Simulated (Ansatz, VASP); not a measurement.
# MgO: VASP beside Ansatz

Contents of INCAR:

```
ALGO = Normal
EDIFF = 1E-6
ENCUT = 600
GGA = PE
GGA_COMPAT = False
ISIF = 2
ISMEAR = 0
LASPH = True
LCHARG = False
LREAL = False
LWAVE = False
NBANDS = 11
NELM = 120
PREC = Accurate
SIGMA = 0.02
```

Contents of KPOINTS:

```
k-points
0
Gamma
  10 10 10
```

POSCAR

```
MgO
1.0
    0.0000000000      2.1085000000      2.1085000000
    2.1085000000      0.0000000000      2.1085000000
    2.1085000000      2.1085000000      0.0000000000
Mg O
1 1
Direct
    0.0000000000      0.0000000000      0.0000000000
    0.5000000000      0.5000000000      0.5000000000
```

Input for Ansatz:

```yaml
crystal:
  lattice:
    - [0.0, 2.1085, 2.1085]
    - [2.1085, 0.0, 2.1085]
    - [2.1085, 2.1085, 0.0]
  atoms:
    - { symbol: Mg, position: [0.0, 0.0, 0.0] }
    - { symbol: O, position: [0.5, 0.5, 0.5] }
basis:
  ecutwfc: 420
kpoints:
  mp_grid: { grid: [10, 10, 10] }
hamiltonian:
  xc: pbe
  pseudopotentials: { kind: paw }
scf:
  occupations: { method: gaussian, width: 0.02 }
output:
  forces: true
  stress: true
  eigenvalues: true
```

Alike in both runs: task single point; functional PBE; k mesh 10 × 10 × 10; occupations gaussian, width 0.02 eV; no spin polarisation.

```csv
,VASP,Ansatz
version,VASP 6.6.1,Ansatz 0.2.0
potentials or method,"VASP PAW PBE potentials, release 64 (Mg, O), cutoff 600 eV","scalar-relativistic, plane waves, PAW"
valence electrons in the cell,8,16
```

```tsv
	VASP	Ansatz	Ansatz less VASP
gap on the k mesh at the Fermi level (eV)	4.69	4.71	+0.016
least direct gap on the mesh (eV)	4.69	4.71	+0.016
pressure (GPa)	3.1	4.1	+0.99
```

VASP's potentials hold 8 valence electrons a cell and Ansatz's 16, so a difference there can come from the potentials and not from the codes.
